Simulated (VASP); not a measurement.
## Sb: single point with PBEsol

Sb:

```xyz
2
Lattice="2.0238 1.1684 4.2279 -2.0238 1.1684 4.2279 0.0000 -2.3369 4.2279" Properties=species:S:1:pos:R:3 pbc="T T T"
Sb    0.0000    0.0000    2.9634
Sb    0.0000    0.0000    9.7202
```

This cell differs from its parent crystal: ratio of the length along z to the lengths across it x 1.2, volume and fractional coordinates fixed.

* Program: VASP 6.6.1
* Task: single point
* Functional: PBEsol
* Potentials or basis: VASP PAW PBE potentials, release 64 (Sb_d_GW)
* Cutoff: 500 eV
* k mesh: 18 × 18 × 18
* Occupations: gaussian, width 0.15 eV
* Spin: no spin polarisation
* Dipole correction: no
* Further INCAR settings: ALGO = Normal; EDIFF = 1e-06; NBANDS = 22

```
Pressure               : 0.8 GPa
Largest force          : 0.087 eV/Å
Band gap on the k mesh : zero (bands 15 and 16 overlap by 1.66 eV)
```

Forces on the atoms (eV/Å):
```
Sb   0.000  0.000 -0.087
Sb   0.000  0.000  0.087
```

Stress tensor (GPa, compression positive):
```
 2.27  0.00  0.00
 0.00  2.27  0.00
 0.00  0.00 -2.19
```

Levels at points of the mesh, in eV from the Fermi level:
```csv
k point,band 11,band 12,band 13,band 14,band 15,band 16,band 17,band 18,band 19,band 20
"(0.00, 0.00, 0.00)",-12.65,-5.29,-3.14,-0.75,-0.75,2.58,2.95,2.95,5.69,6.20
"(0.50, 0.00, 0.00)",-10.11,-9.23,-2.62,-1.55,-0.66,-0.24,0.14,1.08,6.24,6.28
"(0.50, 0.50, 0.00)",-10.16,-7.91,-5.22,-3.99,-2.74,1.91,4.55,5.48,5.56,8.84
"(0.50, 0.50, 0.50)",-11.59,-9.09,-0.32,-0.32,0.99,1.25,1.25,1.93,6.33,8.47
```

Wall time 8.9 min on 1 thread of Intel(R) Xeon(R) Platinum 8559C (Emerald Rapids), on a shared host, peak memory 0.78 GiB.

Caveat: the PAW data sets were made with another functional, which shifts forces and pressure a little; spin-orbit coupling is left out, which moves the levels of the heavy elements.
